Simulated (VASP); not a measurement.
# SiGe4W (P6/mmm) in VASP: further runs, part 2 of 2

VASP 6.6.1.

## Step 3: Relaxation of cell and atoms, PBE

This run uses another cell than the first one, of 17.63 Å³/atom.

File INCAR:

```
PREC     = Accurate       # precision mode
ENCUT    = 600            # plane-wave cutoff, eV
EDIFF    = 1E-7           # SCF threshold, eV
ISMEAR   = 0              # smearing method
SIGMA    = 0.1            # smearing width, eV
LREAL    = False          # projectors in reciprocal space
LASPH    = True           # aspherical terms in the spheres
NELM     = 80             # most SCF steps
ALGO     = Normal         # electronic algorithm
ISIF     = 3              # what is computed and relaxed
LWAVE    = False          # write WAVECAR
LCHARG   = False          # write CHGCAR
GGA      = PE             # functional
IBRION   = 2              # ionic algorithm
NSW      = 90             # ionic steps
EDIFFG   = -0.04          # ionic threshold
```

File KPOINTS:

```
Automatic mesh
0
Gamma
  6 6 4
```

File POSCAR:

```
SiGe4W
1.0
    4.9970362555      0.0000000000      0.0000000000
   -2.4985181278      4.3275603409      0.0000000000
    0.0000000000      0.0000000000      4.8928622813
Si Ge W
1 4 1
Direct
    0.0000000000      0.0000000000      0.0000000000
    0.3333333333      0.6666666667      0.7455564373
    0.3333333333      0.6666666667      0.2544435627
    0.6666666667      0.3333333333      0.7455564373
    0.6666666667      0.3333333333      0.2544435627
    0.0000000000      0.0000000000      0.5000000000
```

Potentials or basis: VASP PAW PBE potentials, release 64 (Si, Ge_d, W_sv).

Run with:

```sh
> cat potpaw_PBE.64/Si/POTCAR potpaw_PBE.64/Ge_d/POTCAR potpaw_PBE.64/W_sv/POTCAR > POTCAR
> mpirun -np 1 vasp_std > vasp.out
```

OUTCAR:

```text
PREC = Accurate
   ENCUT = 600
   EDIFF = 1E-7
   ISMEAR = 0
   LREAL = False
   LASPH = True
   NELM = 80
   ISIF = 3
   GGA = PE
   IBRION = 2
   NSW = 90
   EDIFFG = -0.04

 ion  position               nearest neighbor table
   1  0.000  0.000  0.000-   6 2.45   6 2.45
   2  0.333  0.667  0.746-   3 2.40   3 2.49   4 2.89   4 2.89   4 2.89   6 3.13   6 3.13   6 3.13

   3  0.333  0.667  0.254-   2 2.40   2 2.49   5 2.89   5 2.89   5 2.89   6 3.13   6 3.13   6 3.13

   4  0.667  0.333  0.746-   5 2.40   5 2.49   2 2.89   2 2.89   2 2.89   6 3.13   6 3.13   6 3.13

   5  0.667  0.333  0.254-   4 2.40   4 2.49   3 2.89   3 2.89   3 2.89   6 3.13   6 3.13   6 3.13

   6  0.000  0.000  0.500-   1 2.45   1 2.45   3 3.13   4 3.13   5 3.13   2 3.13   4 3.13   5 3.13
                             2 3.13   3 3.13   4 3.13   5 3.13   2 3.13   3 3.13

  LATTYP: Found a hexagonal cell.
 ALAT       =     4.9970362555
 C/A-ratio  =     0.9791528480

  Lattice vectors:

 A1 = (   4.9970362555,   0.0000000000,   0.0000000000)
 A2 = (  -2.4985181278,   4.3275603409,   0.0000000000)
 A3 = (   0.0000000000,   0.0000000000,   4.8928622813)

Analysis of symmetry for initial positions (statically):
[... 165 lines left out ...]
 maximum number of plane-waves:      3558
 NGX is ok and might be reduce to    40
   NGX = 19   NGY = 19   NGZ = 19

--------------------------------------- Ionic step        1  -------------------------------------------

 number of electron      73.9999971 magnetization

 Free energy of the ion-electron system (eV)
  ---------------------------------------------------
  ext. energy  EPLUGINS =         0.00000000
  ---------------------------------------------------
  free energy    TOTEN  =       -33.05621325 eV

  energy without entropy =      -33.03639828  energy(sigma->0) =      -33.04630576

------------------------ aborting loop because EDIFF is reached ----------------------------------------

  FORCE on cell =-STRESS in cart. coord.  units (eV):
  Direction    XX          YY          ZZ          XY          YZ          ZX
  --------------------------------------------------------------------------------------
  -------------------------------------------------------------------------------------
  Total       -4.6343874     -4.6343874     11.2665706      0.0000000      0.0000000      0.0000000
  in kB      -70.1753029    -70.1753029    170.6018353      0.0000000      0.0000000      0.0000000
  external PRESSURE =      10.0837432 kB  Pullay stress =       0.0000000 kB
[... 267 lines left out ...]
--------------------------------------- Ionic step        8  -------------------------------------------

 number of electron      73.9999985 magnetization

 Free energy of the ion-electron system (eV)
  ---------------------------------------------------
  ext. energy  EPLUGINS =         0.00000000
  ---------------------------------------------------
  free energy    TOTEN  =       -33.44997085 eV

  energy without entropy =      -33.44168716  energy(sigma->0) =      -33.44582901

 E-fermi :   8.4099     XC(G=0): -11.8043

 val. band max:        8.3281326156   @ k =   0.3333  -0.0000   0.5000
 cond. band min:       8.4474711769   @ k =   0.1667   0.0000   0.2500
 fundamental gap:      0.1193385613
 Fermi energy:         8.4098786694

 k-point     1 :       0.0000    0.0000    0.0000
  band No.  band energies     occupation
      1     -65.9464      2.00000
      2     -30.1674      2.00000
      3     -30.1061      2.00000
      4     -30.1061      2.00000
      5     -16.5729      2.00000
      6     -16.5137      2.00000
[... 1009 lines left out ...]
  FREE ENERGIE OF THE ION-ELECTRON SYSTEM (eV)
  ---------------------------------------------------
  free  energy   TOTEN  =       -33.4499708534 eV

  energy  without entropy=      -33.4416871630  energy(sigma->0) =      -33.44582901

 reached required accuracy - stopping structural energy minimisation
```

OSZICAR:

```text
N       E                     dE             d eps       ncg     rms          rms(c)
DAV:   1     0.869043877000E+03    0.86904E+03   -0.39028E+04  2188   0.478E+03
DAV:   2     0.116712226619E+03   -0.75233E+03   -0.73913E+03  1864   0.104E+03
DAV:   3    -0.226505771777E+02   -0.13936E+03   -0.13603E+03  1956   0.257E+02
[... 87 lines left out ...]
DAV:   4    -0.334500038712E+02   -0.18822E-03   -0.38090E-03  2016   0.466E-01    0.571E-02
DAV:   5    -0.334499743957E+02    0.29476E-04   -0.21814E-04  2364   0.856E-02    0.348E-02
DAV:   6    -0.334499733423E+02    0.10534E-05   -0.23865E-05  3100   0.516E-02    0.116E-02
DAV:   7    -0.334499708825E+02    0.24598E-05   -0.79635E-06  2384   0.209E-02    0.172E-03
DAV:   8    -0.334499708534E+02    0.29120E-07   -0.93879E-07  1844   0.789E-03
   8 F= -.33449971E+02 E0= -.33445829E+02  d E =-.244613E-02
```

CONTCAR:

```text
SiGe4W
   1.00000000000000
     4.8068406508864676    0.0000000000021362   -0.0000000000000000
    -2.4034203254894808    4.1628461156148955    0.0000000000000000
     0.0000000000000000    0.0000000000000000    5.1322785546862804
  Si              Ge              W
     1     4     1
Direct
     1.0000000000000000    1.0000000000000000    0.0000000000000000
     0.3333333332999970    0.6666666667000030    0.7428179435545507
     0.3333333332999970    0.6666666667000030    0.2571820564454493
     0.6666666667000030    0.3333333332999970    0.7428179435545507
     0.6666666667000030    0.3333333332999970    0.2571820564454493
     1.0000000000000000    1.0000000000000000    0.5000000000000000

  0.00000000E+00  0.00000000E+00  0.00000000E+00
  0.00000000E+00  0.00000000E+00  0.00000000E+00
  0.00000000E+00  0.00000000E+00  0.00000000E+00
  0.00000000E+00  0.00000000E+00  0.00000000E+00
  0.00000000E+00  0.00000000E+00  0.00000000E+00
  0.00000000E+00  0.00000000E+00  0.00000000E+00
```

Wall time 21 min (1 thread of Intel Xeon 8259CL, shared host); peak memory 0.32 GiB.

Results:

- Free energy: -33.4500 eV
- Relaxed volume: 17.12 Å³/atom
- Relaxed cell: a = 4.807 Å, b = 4.807 Å, c = 5.132 Å, α = 90.00°, β = 90.00°, γ = 120.00°
- Space group after relaxing (to 0.1 Å): P6/mmm (No. 191)
- Energy gained by relaxing: 65.6 meV/atom
- Ionic steps: 8
- Pressure after relaxing: 0.1 GPa
- Largest force after relaxing: 0.020 eV/Å
- Band gap on the k mesh: zero (bands 37 and 38 overlap by 1.99 eV)

Forces on the atoms (eV/Å):
```
Si   0.000  0.000  0.000
Ge   0.000  0.000  0.020
Ge   0.000  0.000 -0.020
Ge   0.000  0.000  0.020
Ge   0.000  0.000 -0.020
W    0.000  0.000  0.000
```

Stress tensor (GPa, compression positive):
```
-0.08  0.00  0.00
 0.00 -0.08  0.00
 0.00  0.00  0.33
```

Step by step:
| step | energy change (eV) | largest force (eV/Å) | pressure (GPa) | volume (Å³) |
| --- | --- | --- | --- | --- |
| 1 | 0.0000 | 0.1716 | 1.01 | 105.81 |
| 2 | -0.2712 | 0.1368 | -4.89 | 106.95 |
| 3 | -0.3465 | 0.2268 | -3.44 | 106.63 |
| 4 | -0.3469 | 0.2304 | -3.34 | 106.61 |
| 5 | -0.3469 | 0.2339 | -3.18 | 106.58 |
| 6 | -0.3883 | 0.0868 | 1.22 | 101.82 |
| 7 | -0.3913 | 0.0150 | 0.22 | 102.78 |
| 8 | -0.3938 | 0.0196 | 0.06 | 102.70 |

Final structure:
```yaml
crystal:
  lattice:
    - [4.80684, 0.00000, 0.00000]
    - [-2.40342, 4.16285, 0.00000]
    - [0.00000, 0.00000, 5.13228]
  atoms:
    - { symbol: Si, position: [0.00000, 0.00000, 0.00000] }
    - { symbol: Ge, position: [0.33333, 0.66667, 0.74282] }
    - { symbol: Ge, position: [0.33333, 0.66667, 0.25718] }
    - { symbol: Ge, position: [0.66667, 0.33333, 0.74282] }
    - { symbol: Ge, position: [0.66667, 0.33333, 0.25718] }
    - { symbol: W, position: [0.00000, 0.00000, 0.50000] }
```

Caveat: spin-orbit coupling is left out, which moves the levels of the heavy elements.

## Step 4: Single point, PBE

This run uses another cell than the first one, of 17.02 Å³/atom.

File INCAR:

```
SYSTEM = SiGe4W
PREC     = Accurate       ! precision mode
ENCUT    = 520            ! plane-wave cutoff, eV
EDIFF    = 1E-7           ! SCF threshold, eV
ISMEAR   = 0              ! smearing method
SIGMA    = 0.1            ! smearing width, eV
LREAL    = .FALSE.        ! projectors in reciprocal space
LASPH    = .TRUE.         ! aspherical terms in the spheres
NELM     = 80             ! most SCF steps
ALGO     = Normal         ! electronic algorithm
ISIF     = 2              ! what is computed and relaxed
LWAVE    = .FALSE.        ! write WAVECAR
LCHARG   = .TRUE.         ! write CHGCAR
GGA      = PE             ! functional
LELF     = .TRUE.         ! ELF
LVHAR    = .TRUE.       
NBANDS   = 46             ! bands
```

File KPOINTS:

```
regular mesh
0
G
  12 12 8
  0 0 0
```

File POSCAR:

```
SiGe4W
1.0
    4.7756978741      0.0000000000      0.0000000000
   -2.3878489370      4.1358756798      0.0000000000
    0.0000000000      0.0000000000      5.1708272443
Si Ge W
1 4 1
Direct
    0.0000000000      0.0000000000      0.0000000000
    0.3333333333      0.6666666667      0.7437492650
    0.3333333333      0.6666666667      0.2562507350
    0.6666666667      0.3333333333      0.7437492650
    0.6666666667      0.3333333333      0.2562507350
    0.0000000000      0.0000000000      0.5000000000
```

Potentials or basis: VASP PAW PBE potentials, release 64 (Si, Ge_d, W_sv).

Run with:

```sh
> cat potpaw_PBE.64/Si/POTCAR potpaw_PBE.64/Ge_d/POTCAR potpaw_PBE.64/W_sv/POTCAR > POTCAR
> mpirun -np 1 vasp_std > vasp.out
```

OUTCAR:

```text
SYSTEM = SiGe4W
   PREC = Accurate
   ENCUT = 520
   EDIFF = 1E-7
   ISMEAR = 0
   LREAL = .FALSE.
   LASPH = .TRUE.
   NELM = 80
   ISIF = 2
   GGA = PE

 ion  position               nearest neighbor table
   1  0.000  0.000  0.000-   6 2.59   6 2.59
   2  0.333  0.667  0.744-   3 2.52   3 2.65   4 2.76   4 2.76   4 2.76   6 3.03   6 3.03   6 3.03

   3  0.333  0.667  0.256-   2 2.52   2 2.65   5 2.76   5 2.76   5 2.76   6 3.03   6 3.03   6 3.03

   4  0.667  0.333  0.744-   5 2.52   5 2.65   2 2.76   2 2.76   2 2.76   6 3.03   6 3.03   6 3.03

   5  0.667  0.333  0.256-   4 2.52   4 2.65   3 2.76   3 2.76   3 2.76   6 3.03   6 3.03   6 3.03

   6  0.000  0.000  0.500-   1 2.59   1 2.59   3 3.03   4 3.03   5 3.03   2 3.03   4 3.03   5 3.03
                             2 3.03   3 3.03   4 3.03   5 3.03   2 3.03   3 3.03

  LATTYP: Found a hexagonal cell.
 ALAT       =     4.7756978741
 C/A-ratio  =     1.0827375141

  Lattice vectors:

 A1 = (   4.7756978741,   0.0000000000,   0.0000000000)
 A2 = (  -2.3878489370,   4.1358756798,   0.0000000000)
 A3 = (   0.0000000000,   0.0000000000,   5.1708272443)

[... 179 lines left out ...]
  free energy    TOTEN  =       -33.40430486 eV

  energy without entropy =      -33.38863189  energy(sigma->0) =      -33.39646837

 E-fermi :   8.4706     XC(G=0): -11.8362

 val. band max:        8.4667904727   @ k =   0.2500  -0.0000   0.2500
 cond. band min:       8.4797262363   @ k =   0.2500  -0.0000   0.1250
 fundamental gap:      0.0129357636
 Fermi energy:         8.4705862728

 k-point     1 :       0.0000    0.0000    0.0000
  band No.  band energies     occupation
      1     -65.9238      2.00000
      2     -30.1184      2.00000
      3     -30.0915      2.00000
      4     -30.0915      2.00000
      5     -16.4919      2.00000
      6     -16.4281      2.00000
[... 1165 lines left out ...]
     45      12.1075      0.00000
     46      13.7478      0.00000

 [... further k-points ...]
[... 5 lines left out ...]
  --------------------------------------------------------------------------------------
  -------------------------------------------------------------------------------------
  Total        0.0634341      0.0634341      0.0536154      0.0000000      0.0000000      0.0000000
  in kB        0.9951052      0.9951052      0.8410767      0.0000000      0.0000000      0.0000000
  external PRESSURE =       0.9437624 kB  Pullay stress =       0.0000000 kB

 VOLUME and BASIS-vectors are now :
 -----------------------------------------------------------------------------
  energy-cutoff  :      520.00
  volume of cell :      102.13
      direct lattice vectors                 reciprocal lattice vectors
     4.775697874  0.000000000  0.000000000     0.209393481  0.120893382  0.000000000
    -2.387848937  4.135875680  0.000000000     0.000000000  0.241786765  0.000000000
     0.000000000  0.000000000  5.170827244     0.000000000  0.000000000  0.193392653

 POSITION                                       TOTAL-FORCE (eV/Angst)
 -----------------------------------------------------------------------------------
      0.00000      0.00000      0.00000         0.000000      0.000000      0.000000
     -0.00000      2.75725      3.84580         0.000000     -0.000000      0.001023
     -0.00000      2.75725      1.32503         0.000000      0.000000     -0.001023
      2.38785      1.37863      3.84580        -0.000000     -0.000000      0.001023
      2.38785      1.37863      1.32503         0.000000     -0.000000     -0.001023
      0.00000      0.00000      2.58541         0.000000      0.000000      0.000000
 -----------------------------------------------------------------------------------
    total drift:                                0.000000      0.000000      0.000000

  FREE ENERGIE OF THE ION-ELECTRON SYSTEM (eV)
  ---------------------------------------------------
  free  energy   TOTEN  =       -33.4043048582 eV

  energy  without entropy=      -33.3886318881  energy(sigma->0) =      -33.39646837
```

Run time: 11 min. Hardware: 1 thread of Intel Xeon 8259CL, shared host; peak memory 0.49 GiB.

What came out:

* Free energy: -33.4043 eV
* Pressure: 0.1 GPa
* Band gap on the k mesh: zero (bands 37 and 38 overlap by 2.05 eV)

Caveat: spin-orbit coupling is left out, which moves the levels of the heavy elements.

## Step 5: Overview

```csv
task,cell,k mesh,cutoff (eV),gap on the mesh (eV),pressure (GPa),relaxed volume (Å³/atom)
relaxation of cell and atoms,"relaxed from a = 3.728, b = 3.728, c = 7.969 Å, angles 90.0, 90.0, 120.0°, 6 atoms, atomic positions A",6 × 6 × 2,600,none,0.0,17.65
relaxation of cell and atoms,"relaxed from a = 4.997, b = 4.997, c = 4.893 Å, angles 90.0, 90.0, 120.0°, 6 atoms, atomic positions B",6 × 6 × 4,600,none,0.1,17.12
single point,"a = 4.776, b = 4.776, c = 5.171 Å, angles 90.0, 90.0, 120.0°, 6 atoms, atomic positions C",12 × 12 × 8,520,none,0.1,-
```

Alike in all rows: level PBE; potentials or basis VASP PAW PBE potentials, release 64 (Si, Ge_d, W_sv); no spin polarisation; smearing gaussian 0.1 eV.

Caveats: some runs use coarse meshes; spin-orbit coupling is left out, which moves the levels of the heavy elements; a cell axis changed by over 15 % at a fixed basis, so the end point is rough (at least some runs).

Total energies depend on the potentials used, so only differences within one code and one set of settings carry meaning.

The gap in the log of VASP goes by the Fermi energy; the results here count the filled bands.